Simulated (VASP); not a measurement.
Crystal: Ta.

```
Ta
1.0
    -1.64000    1.64000    1.64000
     1.64000   -1.64000    1.64000
     1.64000    1.64000   -1.64000
Ta
1
Direct
  0.00000 0.00000 0.00000
```

| Quantity | Value |
| --- | --- |
| Program | VASP 6.6.1 |
| Task | relaxation of cell and atoms |
| Functional | PBEsol |
| Dispersion | D3(BJ) |
| Potentials or basis | VASP PAW PBE potentials, release 64 (Ta_pv) |
| Cutoff | 500 eV |
| k mesh | 8 × 8 × 8 |
| Occupations | gaussian, width 0.1 eV |
| Spin | no spin polarisation |

At the start: pressure -8.2 GPa; volume 17.64 Å³/atom.

Task: How do energy, volume and symmetry change on relaxing?

Result: Over 3 steps the energy falls by 17.2 meV/atom and the volume is 17.02 Å³/atom (-3.5 %); space group Im-3m (No. 229, to 0.1 Å) before and after.

The path:
```csv
step,energy change (eV),largest force (eV/Å),pressure (GPa),volume (Å³)
1,0.0000,0.0000,-8.23,17.64
2,0.1090,0.0000,27.81,15.43
3,-0.0172,0.0000,-0.38,17.02
```

Final structure:
```yaml
crystal:
  lattice:
    - [-1.62056, 1.62056, 1.62056]
    - [1.62056, -1.62056, 1.62056]
    - [1.62056, 1.62056, -1.62056]
  atoms:
    - { symbol: Ta, position: [0.00000, 0.00000, 0.00000] }
```

Caveat: the PAW data sets were made with another functional, which shifts forces and pressure a little.
